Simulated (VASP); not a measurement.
A run of VASP 6.6.1 is set up as follows.

Contents of INCAR:

```
ALGO = Normal
EDIFF = 1E-8
ENCUT = 520
GGA = PS
IBRION = 8
ISIF = 2
ISMEAR = -1
LASPH = T
LCHARG = T
LREAL = F
LWAVE = F
NBANDS = 11
NELM = 100
NSW = 1
PREC = Accurate
SIGMA = 0.05
```

The input KPOINTS:

```
k-points
0
Gamma
  8 8 6
```

The input POSCAR:

```
MgB2
1.0
    3.0850000000      0.0000000000      0.0000000000
   -1.5425000000      2.6716883707      0.0000000000
    0.0000000000      0.0000000000      3.5230000000
Mg B
1 2
Direct
    0.0000000000      0.0000000000      0.0000000000
    0.6666666667      0.3333333333      0.5000000000
    0.3333333333      0.6666666667      0.5000000000
```

Potentials or basis: VASP PAW PBE potentials, release 64 (Mg, B).

Command:

```bash
$ cat potpaw_PBE.64/Mg/POTCAR potpaw_PBE.64/B/POTCAR > POTCAR
$ mpirun -np 1 vasp_std > vasp.out
```

Q: What does it give for the highest phonon frequency at Γ, LO-TO splitting left out?

A: 683 cm⁻¹.

Phonon frequencies in cm⁻¹ (negative: imaginary):
```
              q point                    frequencies
(0.000, 0.000, 0.000)  0 0 0 331 331 392 479 479 683
```

Caveat: the cell wasn't relaxed at this level first, which shifts response properties.
